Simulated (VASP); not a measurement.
A run of VASP 6.6.1 is set up as follows.

INCAR

```
SYSTEM = SiS2
ALGO = Normal
EDIFF = 1E-6
ENCUT = 500
GGA = PE
GGA_COMPAT = .False.
ISIF = 2
ISMEAR = -1
LASPH = .True.
LCHARG = .True.
LELF = .True.
LREAL = .False.
LVHAR = .True.
LWAVE = .False.
NBANDS = 25
NELM = 120
PREC = Accurate
SIGMA = 0.02
```

KPOINTS

```
k-points
0
Gamma
  6 6 6
  0 0 0
```

Contents of POSCAR:

```
SiS2
1.0
   -2.9055252095      5.1028154578      2.9248646587
    2.9055252095     -5.1028154578      2.9248646587
    2.9055252095      5.1028154578     -2.9248646587
Si S
2 4
Direct
    0.7500000000      0.7500000000      0.0000000000
    0.2500000000      0.2500000000      0.0000000000
    0.1097599752      0.1946947022      0.3044546775
    0.8902400248      0.8053052978      0.6955453225
    0.6097599752      0.3053052978      0.9150652730
    0.3902400248      0.6946947022      0.0849347270
```

Potentials or basis: VASP PAW PBE potentials, release 64 (Si, S).

Launch:

```bash
$ cat potpaw_PBE.64/Si/POTCAR potpaw_PBE.64/S/POTCAR > POTCAR
$ mpirun -np 1 vasp_std > vasp.out
```

Predict the band gap on the k mesh.

3.05 eV (least direct gap 3.30 eV).

Predict the largest force.

0.168 eV/Å.

Estimate the pressure.

-1.0 GPa.

Forces on the atoms (eV/Å):
```
Si   0.000  0.000  0.000
Si   0.000  0.000  0.000
S    0.121  0.116  0.000
S   -0.121 -0.116  0.000
S   -0.121  0.116  0.000
S    0.121 -0.116  0.000
```

Caveat: the cell differs from its parent crystal (strain +5.9%). A k mesh can miss the band edges.
